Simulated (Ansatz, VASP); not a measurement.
# One calculation of Ti, two programs

```
Ti
1.0
    -1.87910    1.87910    1.22142
     1.87910   -1.87910    1.22142
     1.87910    1.87910   -1.22142
Ti
1
Direct
  0.00000 0.00000 0.00000
```

Alike in both runs: task single point; functional PBE; k mesh 28 × 28 × 28; occupations gaussian, width 0.15 eV; no spin polarisation.

|  | VASP | Ansatz |
| --- | --- | --- |
| version | VASP 6.6.1 | Ansatz 0.2.0 |
| potentials or method | VASP PAW PBE potentials, release 64 (Ti_sv), cutoff 520 eV | scalar-relativistic, plane waves, PAW |
| valence electrons in the cell | 12 | 12 |

VASP gave:

```
gap on the k mesh at the Fermi level (eV)                     : none
pressure (GPa)                                                : 1.4
traceless stress, the component that is largest in VASP (GPa) : 15.48
```

Problem. Which values does Ansatz return?

Solution. gap on the k mesh at the Fermi level (eV): none; pressure (GPa): 1.6; traceless stress, the component that is largest in VASP (GPa): 15.37.

A gap of «none» marks a metal or a gap that the smearing closes.
